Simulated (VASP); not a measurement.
# BeTe (F-43m) in VASP: notebook, part 2 of 2

VASP 6.6.1.

### 3 Single point, PBE

This run uses another cell than the first one, of 22.70 Å³/atom, 1.230 times its volume.

The input, INCAR:

```
SYSTEM = BeTe
ALGO = Normal ; EDIFF = 1E-6
ENCUT = 600 ; GGA = PE
GGA_COMPAT = .FALSE. ; ISIF = 2
ISMEAR = 0 ; LASPH = .TRUE.
LCHARG = .FALSE. ; LREAL = .FALSE.
LWAVE = .FALSE. ; NBANDS = 11
NELM = 120 ; PREC = Accurate
SIGMA = 0.1
```

The input, KPOINTS:

```
k-points
0
G
  4 4 4
  0 0 0
```

The input, POSCAR:

```
BeTe
1.0
    0.0000000000      2.8314587876      2.8314587876
    2.8314587876      0.0000000000      2.8314587876
    2.8314587876      2.8314587876      0.0000000000
Be Te
1 1
Direct
    0.0000000000      0.0000000000      0.0000000000
    0.7500000000      0.7500000000      0.7500000000
```

Potentials or basis: VASP PAW PBE potentials, release 64 (Be, Te).

Run with:

```console
cat potpaw_PBE.64/Be/POTCAR potpaw_PBE.64/Te/POTCAR > POTCAR
mpirun -np 1 vasp_std > vasp.out
```

OUTCAR:

```text
SYSTEM = BeTe
   EDIFF = 1E-6
   ENCUT = 600
   GGA = PE
   ISIF = 2
   ISMEAR = 0
   LASPH = .TRUE.
   LREAL = .FALSE.
   NELM = 120
   PREC = Accurate

 ion  position               nearest neighbor table
   1  0.000  0.000  0.000-   2 2.45   2 2.45   2 2.45   2 2.45
   2  0.750  0.750  0.750-   1 2.45   1 2.45   1 2.45   1 2.45

  LATTYP: Found a face centered cubic cell.
 ALAT       =     5.6629175752

  Lattice vectors:

 A1 = (   0.0000000000,   2.8314587876,   2.8314587876)
 A2 = (   2.8314587876,   0.0000000000,   2.8314587876)
 A3 = (   2.8314587876,   2.8314587876,   0.0000000000)

Analysis of symmetry for initial positions (statically):
=====================================================================
 Subroutine PRICEL returns:
 Original cell was already a primitive cell.

 Routine SETGRP: Setting up the symmetry group for a
 face centered cubic supercell.

 Subroutine GETGRP returns: Found 24 space group operations
 (whereof 24 operations were pure point group operations)
 out of a pool of 48 trial point group operations.

The static configuration has the point symmetry T_d .

Analysis of symmetry for dynamics (positions and initial velocities):
=====================================================================
 Subroutine PRICEL returns:
 Original cell was already a primitive cell.

 Routine SETGRP: Setting up the symmetry group for a
 face centered cubic supercell.

 Subroutine GETGRP returns: Found 24 space group operations
 (whereof 24 operations were pure point group operations)
 out of a pool of 48 trial point group operations.

The dynamic configuration has the point symmetry T_d .

 Subroutine INISYM returns: Found 24 space group operations
 (whereof 24 operations are pure point group operations),
 and found     1 'primitive' translations

----------------------------------------------------------------------------------------

                                     Primitive cell

[... 98 lines left out ...]
   GGA     = PE    functional components
   LHFCALC =     F    Hartree Fock is set to
   AEXX    =    0.0000 exact exchange contribution
   IVDW    =     0    specifies the selected vdW correction
   LEPSILON=     F    determine dielectric tensor
   LRPA    =     F    only Hartree local field effects (RPA)
 non-spin polarized calculation
 Gauss-broadening in eV      SIGMA  =   0.10
  energy-cutoff  :      600.00
  volume of cell :       45.40
 maximum number of plane-waves:      1540
   NGX = 15   NGY = 15   NGZ = 15

 number of electron       8.0000000 magnetization

 Free energy of the ion-electron system (eV)
  ---------------------------------------------------
  ext. energy  EPLUGINS =         0.00000000
  ---------------------------------------------------
  free energy    TOTEN  =        -7.54782563 eV

  energy without entropy =       -7.54782563  energy(sigma->0) =       -7.54782563

 E-fermi :   5.4211     XC(G=0):  -8.9773

 val. band max:        4.9359482380   @ k =   0.0000   0.0000   0.0000
 cond. band min:       6.9398462726   @ k =   0.5000   0.5000   0.0000
 fundamental gap:      2.0038980346
 Fermi energy:         5.4211191502

 k-point     1 :       0.0000    0.0000    0.0000
  band No.  band energies     occupation
      1      -7.2521      2.00000
      2       4.9359      2.00000
      3       4.9359      2.00000
      4       4.9359      2.00000
      5       8.5465      0.00000
      6       8.5465      0.00000
      7       8.5465      0.00000
      8       8.6365      0.00000
      9      13.2227      0.00000
     10      15.1358      0.00000
     11      15.1358      0.00000
[... 85 lines left out ...]
 k-point     8 :      -0.2500    0.5000    0.2500
  band No.  band energies     occupation
      1      -5.4359      2.00000
      2       0.4144      2.00000
      3       1.3237      2.00000
      4       1.8013      2.00000
      5      10.2083      0.00000
      6      10.4457      0.00000
      7      10.4854      0.00000
      8      11.0392      0.00000
      9      15.7312      0.00000
     10      16.5241      0.00000
     11      17.6772      0.00000

------------------------ aborting loop because EDIFF is reached ----------------------------------------

  FORCE on cell =-STRESS in cart. coord.  units (eV):
  Direction    XX          YY          ZZ          XY          YZ          ZX
  --------------------------------------------------------------------------------------
  -------------------------------------------------------------------------------------
  Total        0.1686425      0.1686425      0.1686425      0.0000000      0.0000000     -0.0000000
  in kB        5.9513697      5.9513697      5.9513697      0.0000000      0.0000000     -0.0000000
  external PRESSURE =       5.9513697 kB  Pullay stress =       0.0000000 kB

 VOLUME and BASIS-vectors are now :
 -----------------------------------------------------------------------------
  energy-cutoff  :      600.00
  volume of cell :       45.40
      direct lattice vectors                 reciprocal lattice vectors
     0.000000000  2.831458788  2.831458788    -0.176587419  0.176587419  0.176587419
     2.831458788  0.000000000  2.831458788     0.176587419 -0.176587419  0.176587419
     2.831458788  2.831458788  0.000000000     0.176587419  0.176587419 -0.176587419

 POSITION                                       TOTAL-FORCE (eV/Angst)
 -----------------------------------------------------------------------------------
      0.00000      0.00000      0.00000        -0.000000     -0.000000     -0.000000
      4.24719      4.24719      4.24719         0.000000      0.000000      0.000000
 -----------------------------------------------------------------------------------
    total drift:                               -0.000000     -0.000000     -0.000000

  FREE ENERGIE OF THE ION-ELECTRON SYSTEM (eV)
  ---------------------------------------------------
  free  energy   TOTEN  =        -7.5478256293 eV

  energy  without entropy=       -7.5478256293  energy(sigma->0) =       -7.54782563
```

stdout:

```text
POSCAR found type information on POSCAR BeTe
 POSCAR found :  2 types and       2 ions
 scaLAPACK will be used
 LDA part: xc-table for (Slater+PW92), standard interpolation
 POSCAR, INCAR and KPOINTS ok, starting setup
 FFT: planning ... GRIDC
 FFT: planning ... GRID_SOFT
 FFT: planning ... GRID
 WAVECAR not read
 entering main loop
```

Wall time 4.8 s (1 thread of Intel Xeon Platinum 8375C at 2.90GHz (Ice Lake), shared host); peak memory 0.17 GiB.

Results:

| Item | Value |
| --- | --- |
| Free energy | -7.5478 eV |
| Pressure | 0.6 GPa |
| Band gap on the k mesh | 2.00 eV, indirect (least direct gap 3.61 eV) |

Caveat: the k points lie up to 0.48 Å⁻¹ apart; spin-orbit coupling is left out, which moves the levels of the heavy elements.
